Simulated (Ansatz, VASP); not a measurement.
**Ga: VASP beside Ansatz**

File INCAR:

```
SYSTEM = Ga
PREC = Accurate ; ENCUT = 520
EDIFF = 1E-7 ; ISMEAR = -1
SIGMA = 0.08 ; LREAL = .False.
LASPH = .True. ; NELM = 80
ALGO = Normal ; ISIF = 2
LWAVE = .False. ; LCHARG = .False.
GGA = PE ; NBANDS = 20
```

Contents of KPOINTS:

```
Automatic mesh
0
Gamma
  17 17 17
  0 0 0
```

The input POSCAR:

```
Ga
1.0
   -2.5430022162      2.5430022162      1.3366868450
    2.5430022162     -2.5430022162      1.3366868450
    2.5430022162      2.5430022162     -1.3366868450
Ga
2
Direct
   -0.3750000000     -0.1250000000     -0.2500000000
    0.3750000000      0.1250000000      0.2500000000
```

Input for Ansatz:

```yaml
crystal:
  lattice:
    - [-2.5430022162, 2.5430022162, 1.336686845]
    - [2.5430022162, -2.5430022162, 1.336686845]
    - [2.5430022162, 2.5430022162, -1.336686845]
  atoms:
    - { symbol: Ga, position: [-0.375, -0.125, -0.25] }
    - { symbol: Ga, position: [0.375, 0.125, 0.25] }
kpoints:
  mp_grid: { grid: [17, 17, 17] }
scf:
  occupations: { method: fermi_dirac, width: 0.08 }
hamiltonian:
  xc: pbe
  pseudopotentials: { kind: all_electron, lapw: { basis_error: 0.001 } }
output:
  forces: true
  stress: true
  eigenvalues: true
  populations: true
```

Change from the starting cell: volume scaled by 0.88, LAPW.

Alike in both runs: task single point; functional PBE; k mesh 17 × 17 × 17; occupations fermi-dirac, width 0.08 eV; no spin polarisation.

```csv
,VASP,Ansatz
version,VASP 6.6.1,Ansatz 0.2.0
potentials or method,"VASP PAW PBE potentials, release 64 (Ga_d), cutoff 520 eV","all-electron LAPW, scalar-relativistic"
```

```csv
,VASP,Ansatz,Ansatz less VASP
pressure (GPa),8.6,8.5,-0.14
```

Ansatz ran all-electron here, and VASP with PAW potentials.
